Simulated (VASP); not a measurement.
# S (R-3m) in VASP: a series of runs

Runs on S. Level: r2SCAN. Tasks: single point.

All numbers are computed with VASP 6.6.1; they aren't measurements. Logs are shortened: lines on timing, memory, paths and dates and some standing lists are left out, and cuts for length are marked.

## 1. The cell of the first run

The structure is trigonal, space group R-3m (No. 166). The conventional cell has a = 3.390 Å, b = 3.390 Å, c = 18.307 Å, α = 90.00°, β = 90.00°, γ = 120.00°. Within 3.2 Å of S (site symmetry -3m) lie 6 S at 2.40 Å. Within 3.2 Å of S (site symmetry 3m) lie 3 S at 2.40 Å.

## 2. Single point, r2SCAN

POSCAR reads:

```
S
1.0
    1.6951531828      0.9786971464      6.1024545419
   -1.6951531828      0.9786971464      6.1024545419
    0.0000000000     -1.9573942928      6.1024545419
S
3
Direct
    0.0000000000      0.0000000000      0.0000000000
    0.2572424098      0.2572424098      0.2572424098
    0.7427575902      0.7427575902      0.7427575902
```

INCAR.step1 reads:

```
ALGO = Normal ; EDIFF = 1E-4
ENCUT = 520 ; GGA = PE
ISMEAR = 0 ; LASPH = True
LCHARG = False ; LREAL = False
LWAVE = True ; NBANDS = 16
NELM = 60 ; PREC = Accurate
SIGMA = 0.02
```

INCAR.step2 reads:

```
ALGO = Normal ; EDIFF = 1E-6
ENCUT = 520 ; ISIF = 2
ISMEAR = 0 ; ISTART = 1
LASPH = True ; LCHARG = False
LMIXTAU = True ; LREAL = False
LWAVE = False ; METAGGA = R2SCAN
NBANDS = 16 ; NELM = 60
PREC = Accurate ; SIGMA = 0.02
```

KPOINTS reads:

```
k-points
0
Gamma
  9 9 9
```

Potentials or basis: VASP PAW PBE potentials, release 64 (S).

Launch:

```console
$ cat potpaw_PBE.64/S/POTCAR > POTCAR
$ cp INCAR.step1 INCAR
$ mpirun -np 1 vasp_std > vasp.out
$ cp INCAR.step2 INCAR
$ mpirun -np 1 vasp_std > vasp.out
```

OUTCAR:

```text
EDIFF = 1E-6
   ENCUT = 520
   ISIF = 2
   ISMEAR = 0
   ISTART = 1
   LASPH = True
   LREAL = False
   METAGGA = R2SCAN
   NELM = 60
   PREC = Accurate

 ion  position               nearest neighbor table
   1  0.000  0.000  0.000-   3 2.40   2 2.40   3 2.40   3 2.40   2 2.40   2 2.40
   2  0.257  0.257  0.257-   1 2.40   1 2.40   1 2.40
   3  0.743  0.743  0.743-   1 2.40   1 2.40   1 2.40

  LATTYP: Found a trigonal (rhomboedric) cell.
 ALAT       =     6.4086928350
 COS(alpha) =     0.8600705970

  Lattice vectors:

 A1 = (   1.6951531828,   0.9786971464,   6.1024545419)
 A2 = (  -1.6951531828,   0.9786971464,   6.1024545419)
 A3 = (   0.0000000000,  -1.9573942928,   6.1024545419)

Analysis of symmetry for initial positions (statically):
=====================================================================
 Subroutine PRICEL returns:
 Original cell was already a primitive cell.

 Routine SETGRP: Setting up the symmetry group for a
 trigonal (rhombohedral) supercell.

 Subroutine GETGRP returns: Found 12 space group operations
 (whereof 12 operations were pure point group operations)
 out of a pool of 12 trial point group operations.

The static configuration has the point symmetry D_3d.

Analysis of symmetry for dynamics (positions and initial velocities):
=====================================================================
 Subroutine PRICEL returns:
 Original cell was already a primitive cell.

 Routine SETGRP: Setting up the symmetry group for a
 trigonal (rhombohedral) supercell.

 Subroutine GETGRP returns: Found 12 space group operations
 (whereof 12 operations were pure point group operations)
 out of a pool of 12 trial point group operations.

The dynamic configuration has the point symmetry D_3d.

 Subroutine INISYM returns: Found 12 space group operations
 (whereof 12 operations are pure point group operations),
 and found     1 'primitive' translations

----------------------------------------------------------------------------------------

                                     Primitive cell

  volume of cell :      60.7454

  direct lattice vectors                    reciprocal lattice vectors
     1.695153183  0.978697146  6.102454542     0.294958594  0.170294424  0.054622829
    -1.695153183  0.978697146  6.102454542    -0.294958594  0.170294424  0.054622829
     0.000000000 -1.957394293  6.102454542     0.000000000 -0.340588848  0.054622829

  length of vectors
     6.408692835  6.408692835  6.408692835     0.344941179  0.344941179  0.344941179

  position of ions in fractional coordinates (direct lattice)
     0.000000000  0.000000000  0.000000000
     0.257242410  0.257242410  0.257242410
     0.742757590  0.742757590  0.742757590

  ion indices of the primitive-cell ions
   primitive index   ion index
                 1           1
                 2           2
                 3           3

----------------------------------------------------------------------------------------

 KPOINTS: k-points

Automatic generation of k-mesh.
 Grid dimensions read from file:
 generate k-points for:    9    9    9

 Generating k-lattice:

  Cartesian coordinates                     Fractional coordinates (reciprocal lattice)
     0.032773177  0.018921603  0.006069203     0.111111111 -0.000000000  0.000000000
    -0.032773177  0.018921603  0.006069203    -0.000000000  0.111111111  0.000000000
     0.000000000 -0.037843205  0.006069203     0.000000000  0.000000000  0.111111111

  Length of vectors
     0.038326798  0.038326798  0.038326798

  Shift w.r.t. Gamma in fractional coordinates (k-lattice)
     0.000000000  0.000000000  0.000000000

 Subroutine IBZKPT returns following result:
 ===========================================

 Found     85 irreducible k-points:

 Following reciprocal coordinates:
            Coordinates               Weight
  0.000000  0.000000  0.000000      1.000000
  0.111111  0.000000 -0.000000      6.000000
  0.222222 -0.000000 -0.000000      6.000000
  0.333333  0.000000 -0.000000      6.000000
  0.444444 -0.000000 -0.000000      6.000000
  0.111111  0.111111 -0.000000      6.000000
[... 16 lines left out ...]
 -0.333333  0.333333  0.000000      6.000000
  0.444444  0.444444 -0.000000      6.000000
 [... further k-points ...]
   k-points           NKPTS =     85   k-points in BZ     NKDIM =     85   number of bands    NBANDS=     16
   number of dos      NEDOS =    301   number of ions     NIONS =      3
   total plane-waves  NPLWV = 110592
   dimension x,y,z NGX =    48 NGY =   48 NGZ =   48
   dimension x,y,z NGXF=    96 NGYF=   96 NGZF=   96
   ions per type =               3
   NGX,Y,Z   is equivalent  to a cutoff of  12.45, 12.45, 12.45 a.u.
   NGXF,Y,Z  is equivalent  to a cutoff of  24.90, 24.90, 24.90 a.u.
 SYSTEM =  unknown system
   PREC   = accura    normal or accurate (medium, high low for compatibility)
   ISTART =      1    job   : 0-new  1-cont  2-samecut
   ICHARG =      0    charge: 1-file 2-atom 10-const
   ISPIN  =      1    spin polarized calculation?
   LNONCOLLINEAR =      F non collinear calculations
   LSORBIT =      F    spin-orbit coupling
   LASPH  =      T    aspherical Exc in radial PAW
   ENCUT  =  520.0 eV  38.22 Ry    6.18 a.u.  11.92 11.92 11.92*2*pi/ulx,y,z
   NELM   =     60;   NELMIN=  2; NELMDL=  0     # of ELM steps
   EDIFF  = 0.1E-05   stopping-criterion for ELM
   LREAL  =      F    real-space projection
   EDIFFG = 0.1E-04   stopping-criterion for IOM
   NSW    =      0    number of steps for IOM
   IBRION =     -1    ionic relax: 0-MD 1-quasi-New 2-CG
   NFREE  =      0    steps in history (QN), initial steepest desc. (CG)
   ISIF   =      2    stress and relaxation
   ISYM   =      2    0-nonsym 1-usesym 2-fastsym
   POTIM  = 0.5000    time-step for ionic-motion
   TEBEG  =    0.0;   TEEND  =   0.0 temperature during run
   PSTRESS=    0.0 pullay stress
   NELECT =      18.0000    total number of electrons
   NUPDOWN=      -1.0000    fix difference up-down
   EMIN   =  10.00;   EMAX   =-10.00  energy-range for DOS
   EFERMI =   0.00;   METHOD = LEGACY
   ISMEAR =     0;   SIGMA  =   0.02  broadening in eV -4-tet -1-fermi 0-gaus
   EFERMI_NEDOS =   21; number of points for ismear=-14 and -15
   IALGO  =     38    algorithm
   IMIX   =      4    mixing-type and parameters
     AMIX     =   0.40;   BMIX     =  1.00
     AMIX_MAG =   1.60;   BMIX_MAG =  1.00
  volume/ion in A,a.u.               =      20.25       136.64
  Fermi-wavevector in a.u.,A,eV,Ry     =   1.091427  2.062498 16.207431  1.191213
  Thomas-Fermi vector in A             =   2.227672
   LORBIT       =      0    0 simple, 1 ext, 2 COOP (PROOUT), +10 PAW based schemes
   METAGGA = R2SCAN    functional components
   LHFCALC =     F    Hartree Fock is set to
   AEXX    =    0.0000 exact exchange contribution
   IVDW    =     0    specifies the selected vdW correction
   LEPSILON=     F    determine dielectric tensor
   LRPA    =     F    only Hartree local field effects (RPA)
 non-spin polarized calculation
 Gauss-broadening in eV      SIGMA  =   0.02
  energy-cutoff  :      520.00
  volume of cell :       60.75
 maximum number of plane-waves:      1655
   NGX = 23   NGY = 23   NGZ = 23

 number of electron      17.9999998 magnetization

 Free energy of the ion-electron system (eV)
  ---------------------------------------------------
  ext. energy  EPLUGINS =         0.00000000
  ---------------------------------------------------
  free energy    TOTEN  =       -22.36087832 eV

  energy without entropy =      -22.36087832  energy(sigma->0) =      -22.36087832

 E-fermi :   4.6583     XC(G=0): -10.0247

 val. band max:        4.5282624511   @ k =   0.3333   0.2222   0.1111
 cond. band min:       5.2575139241   @ k =   0.4444   0.4444   0.4444
 fundamental gap:      0.7292514729
 Fermi energy:         4.6582994614

 k-point     1 :       0.0000    0.0000    0.0000
  band No.  band energies     occupation
      1     -13.7646      2.00000
      2      -9.4761      2.00000
      3      -5.3178      2.00000
      4       0.7490      2.00000
      5       0.7490      2.00000
      6       1.8649      2.00000
[... 8 lines left out ...]
     15      12.4460      0.00000
     16      14.2413      0.00000

 k-point     2 :       0.1111    0.0000   -0.0000
  band No.  band energies     occupation
      1     -13.5882      2.00000
      2      -9.3544      2.00000
      3      -5.4513      2.00000
      4      -0.3173      2.00000
      5       0.4024      2.00000
      6       1.4040      2.00000
[... 8 lines left out ...]
     15      12.8760      0.00000
     16      14.0428      0.00000

 k-point     3 :       0.2222   -0.0000   -0.0000
  band No.  band energies     occupation
      1     -13.0696      2.00000
      2      -9.0313      2.00000
      3      -6.0270      2.00000
      4      -1.5109      2.00000
      5      -0.2393      2.00000
      6       0.2507      2.00000
[... 8 lines left out ...]
     15      13.9079      0.00000
     16      14.0179      0.00000

 k-point     4 :       0.3333    0.0000   -0.0000
  band No.  band energies     occupation
      1     -12.2545      2.00000
      2      -8.7390      2.00000
      3      -7.0051      2.00000
      4      -2.3073      2.00000
      5      -0.7777      2.00000
      6      -0.4414      2.00000
[... 8 lines left out ...]
     15      14.5203      0.00000
     16      15.1539      0.00000
[... 324 lines left out ...]
 k-point    22 :      -0.4444    0.3333    0.0000
  band No.  band energies     occupation
      1     -10.8971      2.00000
      2      -8.8470      2.00000
      3      -8.1147      2.00000
      4      -2.7583      2.00000
      5      -1.8262      2.00000
      6      -1.0777      2.00000
[... 8 lines left out ...]
     15      14.4206      0.00000
     16      15.0160      0.00000

 k-point    23 :      -0.3333    0.3333    0.0000
  band No.  band energies     occupation
      1     -10.4389      2.00000
      2      -8.7111      2.00000
      3      -8.7111      2.00000
      4      -2.2239      2.00000
      5      -2.0122      2.00000
      6      -1.9476      2.00000
[... 8 lines left out ...]
     15      13.3901      0.00000
     16      14.1003      0.00000

 k-point    24 :       0.4444    0.4444   -0.0000
  band No.  band energies     occupation
      1     -11.3253      2.00000
      2      -9.2041      2.00000
      3      -7.3507      2.00000
      4      -3.0851      2.00000
      5      -1.0920      2.00000
      6      -0.3024      2.00000
[... 8 lines left out ...]
     15      14.5872      0.00000
     16      16.6721      0.00000

 [... further k-points ...]
[... 5 lines left out ...]
  --------------------------------------------------------------------------------------
  -------------------------------------------------------------------------------------
  Total       -0.1182922     -0.1182922     -0.1085996      0.0000000      0.0000000      0.0000000
  in kB       -3.1199941     -3.1199941     -2.8643474      0.0000000      0.0000000      0.0000000
  external PRESSURE =      -3.0347785 kB  Pullay stress =       0.0000000 kB

 VOLUME and BASIS-vectors are now :
 -----------------------------------------------------------------------------
  energy-cutoff  :      520.00
  volume of cell :       60.75
      direct lattice vectors                 reciprocal lattice vectors
     1.695153183  0.978697146  6.102454542     0.294958594  0.170294424  0.054622829
    -1.695153183  0.978697146  6.102454542    -0.294958594  0.170294424  0.054622829
     0.000000000 -1.957394293  6.102454542     0.000000000 -0.340588848  0.054622829

 POSITION                                       TOTAL-FORCE (eV/Angst)
 -----------------------------------------------------------------------------------
      0.00000      0.00000      0.00000        -0.000000      0.000000     -0.000000
      0.00000      0.00000      4.70943         0.000000      0.000000      0.031050
      0.00000      0.00000     13.59793         0.000000     -0.000000     -0.031050
 -----------------------------------------------------------------------------------
    total drift:                                0.000000      0.000000      0.000000

  FREE ENERGIE OF THE ION-ELECTRON SYSTEM (eV)
  ---------------------------------------------------
  free  energy   TOTEN  =       -22.3608783226 eV

  energy  without entropy=      -22.3608783226  energy(sigma->0) =      -22.36087832
```

It took 8.7 min on 1 thread of Intel Xeon Platinum 8375C at 2.90GHz (Ice Lake), shared host; peak memory 0.37 GiB.

Results:

```
Free energy            : -22.3609 eV
Pressure               : -0.3 GPa
Largest force          : 0.031 eV/Å
Band gap on the k mesh : 0.73 eV, indirect (least direct gap 1.24 eV)
```

Forces in eV/Å, atoms in the order of the input:
```
S    0.000  0.000  0.000
S    0.000  0.000  0.031
S    0.000  0.000 -0.031
```

Caveat: the PAW data sets were made with another functional, which shifts forces and pressure a little. r2SCAN opens gaps a little over a GGA but as a rule still falls short of measured ones.

## 3. Single point, r2SCAN

This run uses another cell than the first one: it holds 12 atoms, not 3.

POSCAR reads:

```
S
1.0
    3.2538638662      1.8786191791      9.3613332551
   -3.2538638662      1.8786191791      9.3613332551
    0.0000000000     -3.7572383581      9.3613332551
S
12
Direct
    0.0242770757      0.5515938974      0.0242770757
    0.0242770757      0.0242770757      0.5515938974
    0.5515938974      0.0242770757      0.0242770757
    0.9757229243      0.4484061026      0.9757229243
    0.4484061026      0.9757229243      0.9757229243
    0.9757229243      0.9757229243      0.4484061026
    0.1800203219      0.6874416127      0.1800203219
    0.1800203219      0.1800203219      0.6874416127
    0.6874416127      0.1800203219      0.1800203219
    0.8199796781      0.3125583873      0.8199796781
    0.3125583873      0.8199796781      0.8199796781
    0.8199796781      0.8199796781      0.3125583873
```

INCAR.step1 reads:

```
ALGO = Normal
EDIFF = 1E-4
ENCUT = 520
GGA = PE
ISMEAR = 0
LASPH = T
LCHARG = F
LREAL = F
LWAVE = T
NBANDS = 48
NELM = 80
PREC = Accurate
SIGMA = 0.1
```

INCAR.step2 reads:

```
ALGO = Normal
EDIFF = 1E-6
ENCUT = 520
ISIF = 2
ISMEAR = 0
ISTART = 1
LASPH = T
LCHARG = F
LMIXTAU = T
LREAL = F
LWAVE = F
METAGGA = R2SCAN
NBANDS = 48
NELM = 80
PREC = Accurate
SIGMA = 0.1
```

KPOINTS reads:

```
k-points
0
Gamma
  3 3 3
```

Potentials or basis: VASP PAW PBE potentials, release 64 (S).

Launch:

```console
$ cat potpaw_PBE.64/S/POTCAR > POTCAR
$ cp INCAR.step1 INCAR
$ mpirun -np 1 vasp_std > vasp.out
$ cp INCAR.step2 INCAR
$ mpirun -np 1 vasp_std > vasp.out
```

It took 17 min on 1 thread of Intel Xeon Platinum 8375C at 2.90GHz (Ice Lake), shared host; peak memory 1 GiB.

It converged, with:

```yaml
Free_energy: -94.1027 eV
Pressure: -0.4 GPa
Largest_force: 0.236 eV/Å
Band_gap_on_the_k_mesh: 1.01 eV, indirect (least direct gap 1.16 eV)
```

Forces on the atoms (eV/Å):
```
S    0.014 -0.008 -0.236
S    0.000  0.016 -0.236
S   -0.014 -0.008 -0.236
S   -0.014  0.008  0.236
S    0.014  0.008  0.236
S    0.000 -0.016  0.236
S   -0.095  0.055 -0.101
S    0.000 -0.110 -0.101
S    0.095  0.055 -0.101
S    0.095 -0.055  0.101
S   -0.095 -0.055  0.101
S    0.000  0.110  0.101
```

Stress tensor (GPa, compression positive):
```
-0.29  0.00  0.00
 0.00 -0.29  0.00
 0.00  0.00 -0.66
```

Levels at points of the mesh, in eV from the valence-band top:
```
           k point  band 34  band 35  band 36  band 37  band 38  band 39
(0.00, 0.00, 0.00)    -0.74    -0.55    -0.55     1.73     1.73     1.82
```

Caveat: the PAW data sets were made with another functional, which shifts forces and pressure a little. A k mesh can miss the band edges.
